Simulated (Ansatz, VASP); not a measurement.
**Zn: VASP beside Ansatz**

File INCAR:

```
SYSTEM = Zn
PREC = Accurate
ENCUT = 520
EDIFF = 1E-7
ISMEAR = -1
SIGMA = 0.1
LREAL = .FALSE.
LASPH = .TRUE.
NELM = 60
ALGO = Normal
ISIF = 2
LWAVE = .FALSE.
LCHARG = .FALSE.
GGA = CA
NBANDS = 19
```

Contents of KPOINTS:

```
regular mesh
0
G
  16 16 8
  0 0 0
```

The input POSCAR:

```
Zn
1.0
    1.2872944539     -2.2296593984      0.0000000000
    1.2872944539      2.2296593984      0.0000000000
    0.0000000000      0.0000000000      4.7135629385
Zn
2
Direct
    0.6666666670      0.3333333330      0.2500000000
    0.3333333330      0.6666666670      0.7500000000
```

Input for Ansatz:

```yaml
crystal:
  lattice:
    - [1.2872944539, -2.2296593984, 0.0]
    - [1.2872944539, 2.2296593984, 0.0]
    - [0.0, 0.0, 4.7135629385]
  atoms:
    - { symbol: Zn, position: [0.666666667, 0.333333333, 0.25] }
    - { symbol: Zn, position: [0.333333333, 0.666666667, 0.75] }
kpoints:
  mp_grid: { grid: [16, 16, 8] }
scf:
  occupations: { method: fermi_dirac, width: 0.1 }
hamiltonian:
  xc: lda
  pseudopotentials: { kind: paw }
output:
  forces: true
  stress: true
  eigenvalues: true
  write_density: true
  write_potential: true
  elf: true
  volumetric_format: npy
```

Alike in both runs: task single point; functional LDA; k mesh 16 × 16 × 8; occupations fermi-dirac, width 0.1 eV; no spin polarisation.

```csv
,VASP,Ansatz
version,VASP 6.6.1,Ansatz 0.2.0
potentials or method,"VASP PAW LDA potentials, release 64 (Zn)","PAW with Ansatz's default frozen-core files, scalar-relativistic"
plane-wave cutoff (eV),520,420
valence electrons in the cell,24,24
```

|  | VASP | Ansatz | Ansatz less VASP |
| --- | --- | --- | --- |
| pressure (GPa) | 0.7 | 0.0 | -0.73 |
| traceless stress, the component that is largest in VASP (GPa) | 0.09 | 0.30 | +0.204 |

LDA's correlation is that of Perdew and Zunger in VASP and of Perdew and Wang (1992) in Ansatz.
